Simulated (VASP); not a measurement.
Crystal: SrO.

```
Sr O
1.0
     0.00000    2.54908    2.54908
     2.54908    0.00000    2.54908
     2.54908    2.54908    0.00000
Sr O
1 1
Direct
  0.50000 0.50000 0.50000
  0.00000 0.00000 0.00000
```

Base run:

* Program: VASP 6.6.1
* Functional: r2SCAN
* Dispersion: rVV10
* Potentials or basis: VASP PAW PBE potentials, release 64 (Sr_sv, O)
* Cutoff: 520 eV
* k mesh: 9 × 9 × 9
* Occupations: fermi-dirac, width 0.05 eV
* Spin: no spin polarisation

Its results: band gap on the k mesh 3.74 eV, indirect (least direct gap 3.82 eV); pressure 3.3 GPa.

**Question.** The run is repeated on the same cell with these changes: dispersion from rVV10 to none. What comes out?

**Answer.** Band gap on the k mesh 3.79 eV, indirect (least direct gap 3.86 eV); pressure 4.3 GPa.

Dispersion adds attraction, which lowers the pressure at fixed volume.

Caveats: the PAW data sets were made with another functional, which shifts forces and pressure a little.

A k mesh can miss the band edges.
